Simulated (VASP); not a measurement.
Ti, 3 atoms in the cell. Symmetry: P6/mmm, No. 191, hexagonal system. Conventional cell: a = 4.568 Å, b = 4.568 Å, c = 2.826 Å, α = 90.00°, β = 90.00°, γ = 120.00°. Within 3.7 Å of Ti (site symmetry 6/mmm) lie 14 Ti at 2.83 to 2.99 Å. Ti (site symmetry -6m2) has 11 Ti at 2.64 to 2.99 Å within 3.5 Å. This isn't the form of Ti at room conditions, which is hcp.

```yaml
Program: VASP 6.6.1
Task: single point
Functional: r2SCAN
Potentials_or_basis: VASP PAW PBE potentials, release 64 (Ti_sv)
Cutoff: 520 eV
k_mesh: 8 × 8 × 11
Occupations: fermi-dirac, width 0.1 eV
Spin: no spin polarisation
Dipole_correction: no
Further_INCAR_settings: ALGO = Normal; EDIFF = 1e-06; NBANDS = 25
```

Potentials or basis: VASP PAW PBE potentials, release 64 (Ti_sv).

Command:

```console
$ cat potpaw_PBE.64/Ti_sv/POTCAR > POTCAR
$ cp INCAR.step1 INCAR
$ mpirun -np 1 vasp_std > vasp.out
$ cp INCAR.step2 INCAR
$ mpirun -np 1 vasp_std > vasp.out
```

Hardware: 1 thread of Intel Xeon 8259CL, with other jobs on the host.

Question: How long does it take, and how much memory?

Answer: It took 6.1 min on 1 thread of Intel Xeon 8259CL, with other jobs on the host, peak memory 0.21 GiB. Counts: k points 60.
